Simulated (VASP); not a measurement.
# GaN (P1) in VASP: single point with r2SCAN

Aim: the single point of GaN with r2SCAN.

All numbers are computed with VASP 6.6.1; they aren't measurements. Logs are shortened: lines on timing, memory, paths and dates and some standing lists are left out, and cuts for length are marked.

### Step 1. The cell of the first run

The typed cell holds 8 atoms: a = 4.551 Å, b = 4.603 Å, c = 4.464 Å, α = 92.32°, β = 90.90°, γ = 90.03°.

### Step 2. Single point, r2SCAN (atoms moved at random and the cell strained at random)

File POSCAR:

```
GaN
1.0
    4.5507673433      0.0014345211      0.0353066178
   -0.0014345211     -4.6021388875      0.0918053315
   -0.0353066178      0.0918053315     -4.4629778977
Ga N
4 4
Direct
    0.0070948850      0.5011698914      0.4982578712
    0.4677580168     -0.0014040831      0.4832419164
    0.5187825363      0.4915677648      0.0094685310
    0.0170959733      0.0171857860      0.0112650132
    0.7351461615      0.7412563267      0.7552691229
    0.2355106587      0.2555057738      0.7430431651
    0.2533873642      0.7431799375      0.2451824840
    0.7652244042      0.2515386029      0.2542718962
```

File INCAR.step1:

```
SYSTEM = GaN
PREC = Accurate
ENCUT = 520
ISMEAR = 0
SIGMA = 0.05
LREAL = .FALSE.
LASPH = .TRUE.
NELM = 60
NBANDS = 46
GGA = PE
ALGO = Normal
EDIFF = 1E-4
LWAVE = .TRUE.
LCHARG = .FALSE.
```

File INCAR.step2:

```
SYSTEM = GaN
PREC = Accurate
ENCUT = 520
EDIFF = 1E-6
ISMEAR = 0
SIGMA = 0.05
LREAL = .FALSE.
LASPH = .TRUE.
NELM = 60
ALGO = Normal
ISIF = 2
LWAVE = .FALSE.
LCHARG = .TRUE.
METAGGA = R2SCAN
LMIXTAU = .TRUE.
LELF = .TRUE.
LVHAR = .TRUE.
NBANDS = 46
ISTART = 1
```

File KPOINTS:

```
Automatic mesh
0
G
  6 6 6
  0 0 0
```

Potentials or basis: VASP PAW PBE potentials, release 64 (Ga_d, N).

Started as:

```sh
$ cat potpaw_PBE.64/Ga_d/POTCAR potpaw_PBE.64/N/POTCAR > POTCAR
$ cp INCAR.step1 INCAR
$ mpirun -np 1 vasp_std > vasp.out
$ cp INCAR.step2 INCAR
$ mpirun -np 1 vasp_std > vasp.out
```

OUTCAR:

```text
SYSTEM = GaN
   PREC = Accurate
   ENCUT = 520
   EDIFF = 1E-6
   ISMEAR = 0
   LREAL = .FALSE.
   LASPH = .TRUE.
   NELM = 60
   ISIF = 2
   METAGGA = R2SCAN
   ISTART = 1

 ion  position               nearest neighbor table
   1  0.007  0.501  0.498-   8 1.89   6 1.90   7 1.98   5 2.00
   2  0.468  0.999  0.483-   7 1.82   6 1.95   8 2.09   5 2.10
   3  0.519  0.492  0.009-   5 1.93   8 1.93   7 1.96   6 2.03
   4  0.017  0.017  0.011-   8 1.90   6 1.94   7 1.98   5 2.10
   5  0.735  0.741  0.755-   3 1.93   1 2.00   4 2.10   2 2.10
   6  0.236  0.256  0.743-   1 1.90   4 1.94   2 1.95   3 2.03
   7  0.253  0.743  0.245-   2 1.82   3 1.96   4 1.98   1 1.98
   8  0.765  0.252  0.254-   1 1.89   4 1.90   3 1.93   2 2.09

  LATTYP: Found a triclinic cell.
 ALAT       =     7.7986116748
 B/A-ratio  =     0.5835531654
 C/A-ratio  =     0.5902402757
 COS(alpha) =     0.0004720580
 COS(beta)  =     0.5673337177
 COS(gamma) =     0.5927950659

  Lattice vectors:

 A1 = (   4.5875084822,   4.5117680771,   4.4064791840)
 A2 = (   4.5507673433,   0.0014345211,   0.0353066178)
 A3 = (   0.0014345211,   4.6021388875,  -0.0918053315)

Analysis of symmetry for initial positions (statically):
=====================================================================
 Subroutine PRICEL returns:
 Original cell was already a primitive cell.

 Routine SETGRP: Setting up the symmetry group for a
 triclinic supercell.

 Subroutine GETGRP returns: Found  1 space group operations
 (whereof  1 operations were pure point group operations)
 out of a pool of  2 trial point group operations.

The static configuration has the point symmetry C_1 .

Analysis of symmetry for dynamics (positions and initial velocities):
=====================================================================
 Subroutine PRICEL returns:
 Original cell was already a primitive cell.

 Routine SETGRP: Setting up the symmetry group for a
 triclinic supercell.

 Subroutine GETGRP returns: Found  1 space group operations
 (whereof  1 operations were pure point group operations)
 out of a pool of  2 trial point group operations.

The dynamic configuration has the point symmetry C_1 .

 Subroutine INISYM returns: Found  1 space group operations
 (whereof  1 operations are pure point group operations),
 and found     1 'primitive' translations

----------------------------------------------------------------------------------------

                                     Primitive cell

  volume of cell :      93.4252

  direct lattice vectors                    reciprocal lattice vectors
     4.550767343  0.001434521  0.035306618     0.219756698 -0.000103222 -0.001740619
    -0.001434521 -4.602138887  0.091805332     0.000103222 -0.217379519 -0.004472405
    -0.035306618  0.091805332 -4.462977898     0.001740619 -0.004472405 -0.224171410

  length of vectors
     4.550904529  4.603054705  4.464061659     0.219763615  0.217425547  0.224222775

  position of ions in fractional coordinates (direct lattice)
     0.007094885  0.501169891  0.498257871
     0.467758017  0.998595917  0.483241916
     0.518782536  0.491567765  0.009468531
     0.017095973  0.017185786  0.011265013
     0.735146161  0.741256327  0.755269123
     0.235510659  0.255505774  0.743043165
     0.253387364  0.743179938  0.245182484
     0.765224404  0.251538603  0.254271896

  ion indices of the primitive-cell ions
   primitive index   ion index
                 1           1
                 2           2
                 3           3
                 4           4
                 5           5
                 6           6
                 7           7
                 8           8

----------------------------------------------------------------------------------------

 KPOINTS: Automatic mesh

Automatic generation of k-mesh.
 Grid dimensions read from file:
 generate k-points for:    6    6    6

 Generating k-lattice:

  Cartesian coordinates                     Fractional coordinates (reciprocal lattice)
     0.036626116 -0.000017204 -0.000290103     0.166666667 -0.000000000  0.000000000
     0.000017204 -0.036229920 -0.000745401    -0.000000000  0.166666667 -0.000000000
     0.000290103 -0.000745401 -0.037361902     0.000000000 -0.000000000  0.166666667

  Length of vectors
     0.036627269  0.036237591  0.037370463

  Shift w.r.t. Gamma in fractional coordinates (k-lattice)
     0.000000000  0.000000000  0.000000000

 Subroutine IBZKPT returns following result:
 ===========================================

 Found    112 irreducible k-points:

 Following reciprocal coordinates:
            Coordinates               Weight
  0.000000  0.000000  0.000000      1.000000
  0.166667 -0.000000  0.000000      2.000000
  0.333333 -0.000000  0.000000      2.000000
  0.500000  0.000000 -0.000000      1.000000
  0.000000  0.166667  0.000000      2.000000
  0.166667  0.166667 -0.000000      2.000000
[... 16 lines left out ...]
  0.333333  0.000000  0.166667      2.000000
  0.500000  0.000000  0.166667      2.000000
 [... further k-points ...]
   k-points           NKPTS =    112   k-points in BZ     NKDIM =    112   number of bands    NBANDS=     46
   number of dos      NEDOS =    301   number of ions     NIONS =      8
   total plane-waves  NPLWV =  46656
   dimension x,y,z NGX =    36 NGY =   36 NGZ =   36
   dimension x,y,z NGXF=    72 NGYF=   72 NGZF=   72
   ions per type =               4   4
   NGX,Y,Z   is equivalent  to a cutoff of  13.15, 13.00, 13.41 a.u.
   NGXF,Y,Z  is equivalent  to a cutoff of  26.30, 26.00, 26.81 a.u.
 SYSTEM =  GaN
   PREC   = accura    normal or accurate (medium, high low for compatibility)
   ISTART =      1    job   : 0-new  1-cont  2-samecut
   ICHARG =      0    charge: 1-file 2-atom 10-const
   ISPIN  =      1    spin polarized calculation?
   LNONCOLLINEAR =      F non collinear calculations
   LSORBIT =      F    spin-orbit coupling
   LASPH  =      T    aspherical Exc in radial PAW
   ENCUT  =  520.0 eV  38.22 Ry    6.18 a.u.   8.46  8.56  8.30*2*pi/ulx,y,z
   NELM   =     60;   NELMIN=  2; NELMDL=  0     # of ELM steps
   EDIFF  = 0.1E-05   stopping-criterion for ELM
   LREAL  =      F    real-space projection
   EDIFFG = 0.1E-04   stopping-criterion for IOM
   NSW    =      0    number of steps for IOM
   IBRION =     -1    ionic relax: 0-MD 1-quasi-New 2-CG
   NFREE  =      0    steps in history (QN), initial steepest desc. (CG)
   ISIF   =      2    stress and relaxation
   ISYM   =      2    0-nonsym 1-usesym 2-fastsym
   POTIM  = 0.5000    time-step for ionic-motion
   TEBEG  =    0.0;   TEEND  =   0.0 temperature during run
   PSTRESS=    0.0 pullay stress
   NELECT =      72.0000    total number of electrons
   NUPDOWN=      -1.0000    fix difference up-down
   EMIN   =  10.00;   EMAX   =-10.00  energy-range for DOS
   EFERMI =   0.00;   METHOD = LEGACY
   ISMEAR =     0;   SIGMA  =   0.05  broadening in eV -4-tet -1-fermi 0-gaus
   EFERMI_NEDOS =   21; number of points for ismear=-14 and -15
   IALGO  =     38    algorithm
   IMIX   =      4    mixing-type and parameters
     AMIX     =   0.40;   BMIX     =  1.00
     AMIX_MAG =   1.60;   BMIX_MAG =  1.00
  volume/ion in A,a.u.               =      11.68        78.81
  Fermi-wavevector in a.u.,A,eV,Ry     =   1.500943  2.836372 30.651626  2.252831
  Thomas-Fermi vector in A             =   2.612378
   LORBIT       =      0    0 simple, 1 ext, 2 COOP (PROOUT), +10 PAW based schemes
   METAGGA = R2SCAN    functional components
   LHFCALC =     F    Hartree Fock is set to
   AEXX    =    0.0000 exact exchange contribution
   IVDW    =     0    specifies the selected vdW correction
   LEPSILON=     F    determine dielectric tensor
   LRPA    =     F    only Hartree local field effects (RPA)
 non-spin polarized calculation
 Gauss-broadening in eV      SIGMA  =   0.05
  energy-cutoff  :      520.00
  volume of cell :       93.43
 maximum number of plane-waves:      2534
 NGX is ok and might be reduce to    36
   NGX = 17   NGY = 17   NGZ = 17

 number of electron      71.9999990 magnetization

 Free energy of the ion-electron system (eV)
  ---------------------------------------------------
  ext. energy  EPLUGINS =         0.00000000
  ---------------------------------------------------
  free energy    TOTEN  =       -86.79895616 eV

  energy without entropy =      -86.79895616  energy(sigma->0) =      -86.79895616

 E-fermi :   5.3328     XC(G=0): -12.5140

 val. band max:        5.0396770482   @ k =   0.0000   0.0000   0.0000
 cond. band min:       6.5580906113   @ k =   0.0000   0.0000   0.0000
 fundamental gap:      1.5184135631
 Fermi energy:         5.3328000996

 k-point     1 :       0.0000    0.0000    0.0000
  band No.  band energies     occupation
      1     -11.9642      2.00000
      2     -11.0115      2.00000
      3     -10.8576      2.00000
      4     -10.2120      2.00000
      5      -9.1151      2.00000
      6      -9.1069      2.00000
[... 38 lines left out ...]
     45      15.6665      0.00000
     46      16.1215      0.00000

 k-point     2 :       0.1667   -0.0000    0.0000
  band No.  band energies     occupation
      1     -11.8792      2.00000
      2     -11.0248      2.00000
      3     -10.8738      2.00000
      4     -10.2075      2.00000
      5      -9.1005      2.00000
      6      -9.0849      2.00000
[... 38 lines left out ...]
     45      15.4904      0.00000
     46      16.1185      0.00000

 k-point     3 :       0.3333   -0.0000    0.0000
  band No.  band energies     occupation
      1     -11.6681      2.00000
      2     -11.0837      2.00000
      3     -10.9071      2.00000
      4     -10.1980      2.00000
      5      -9.0661      2.00000
      6      -9.0324      2.00000
[... 38 lines left out ...]
     45      15.8517      0.00000
     46      16.1934      0.00000

 k-point     4 :       0.5000    0.0000   -0.0000
  band No.  band energies     occupation
      1     -11.5125      2.00000
      2     -11.1610      2.00000
      3     -10.9215      2.00000
      4     -10.1931      2.00000
      5      -9.0480      2.00000
      6      -8.9915      2.00000
[... 920 lines left out ...]
     45      15.8221      0.00000
     46      15.8319      0.00000

 k-point    23 :       0.3333    0.0000    0.1667
  band No.  band energies     occupation
      1     -11.6045      2.00000
      2     -11.0792      2.00000
      3     -10.9317      2.00000
      4     -10.1964      2.00000
      5      -9.0643      2.00000
      6      -9.0454      2.00000
[... 38 lines left out ...]
     45      15.4299      0.00000
     46      15.9205      0.00000

 k-point    24 :       0.5000    0.0000    0.1667
  band No.  band energies     occupation
      1     -11.4738      2.00000
      2     -11.1448      2.00000
      3     -10.9409      2.00000
      4     -10.1939      2.00000
      5      -9.0518      2.00000
      6      -9.0075      2.00000
[... 38 lines left out ...]
     45      14.8296      0.00000
     46      15.1774      0.00000

 [... further k-points ...]

------------------------ aborting loop because EDIFF is reached ----------------------------------------

  FORCE on cell =-STRESS in cart. coord.  units (eV):
  Direction    XX          YY          ZZ          XY          YZ          ZX
  --------------------------------------------------------------------------------------
  -------------------------------------------------------------------------------------
  Total       -1.7668322     -1.7741055      0.4193310     -0.2564432      3.9556904     -1.8914726
  in kB      -30.2999421    -30.4246741      7.1912344     -4.3978229     67.8373356    -32.4374386
  external PRESSURE =     -17.8444606 kB  Pullay stress =       0.0000000 kB

 VOLUME and BASIS-vectors are now :
 -----------------------------------------------------------------------------
  energy-cutoff  :      520.00
  volume of cell :       93.43
      direct lattice vectors                 reciprocal lattice vectors
     4.550767343  0.001434521  0.035306618     0.219756698 -0.000103222 -0.001740619
    -0.001434521 -4.602138887  0.091805332     0.000103222 -0.217379519 -0.004472405
    -0.035306618  0.091805332 -4.462977898     0.001740619 -0.004472405 -0.224171410

 POSITION                                       TOTAL-FORCE (eV/Angst)
 -----------------------------------------------------------------------------------
      0.01398     -2.26070     -2.17745        -0.913189     -1.217407     -0.872153
      2.11016     -4.55064     -2.04851         2.831547     -0.483026     -1.995579
      2.35982     -2.26065      0.02119        -0.376730     -0.368675      1.026666
      0.07738     -0.07803     -0.04809        -1.260724      1.651212      1.415628
      3.31775     -3.34097     -3.27674         0.864402     -1.124407      0.501018
      1.04515     -1.10732     -3.28441         1.244169      0.358926     -0.693581
      1.14338     -3.39734     -1.01707        -0.934690      0.545580      0.716511
      3.47302     -1.13317     -1.08470        -1.454784      0.637798     -0.098509
 -----------------------------------------------------------------------------------
    total drift:                               -0.003242     -0.019506     -0.050944

  FREE ENERGIE OF THE ION-ELECTRON SYSTEM (eV)
  ---------------------------------------------------
  free  energy   TOTEN  =       -86.7989561620 eV

  energy  without entropy=      -86.7989561620  energy(sigma->0) =      -86.79895616
```

Wall time 28 min (1 thread of Oxide Virtual Turin-like, shared host); peak memory 0.43 GiB.

Results:

| Item | Value |
| --- | --- |
| Free energy | -86.7990 eV |
| Pressure | -1.8 GPa |
| Largest force | 3.498 eV/Å |
| Band gap on the k mesh | 1.52 eV |

Forces on the atoms (eV/Å):
```
Ga  -0.913 -1.217 -0.872
Ga   2.832 -0.483 -1.996
Ga  -0.377 -0.369  1.027
Ga  -1.261  1.651  1.416
N    0.864 -1.124  0.501
N    1.244  0.359 -0.694
N   -0.935  0.546  0.717
N   -1.455  0.638 -0.099
```

Stress tensor (GPa, compression positive):
```
-3.03 -0.44 -3.24
-0.44 -3.04  6.78
-3.24  6.78  0.72
```

Caveat: the cell differs from its parent crystal (atoms moved at random and the cell strained at random); the PAW data sets were made with another functional, which shifts forces and pressure a little.
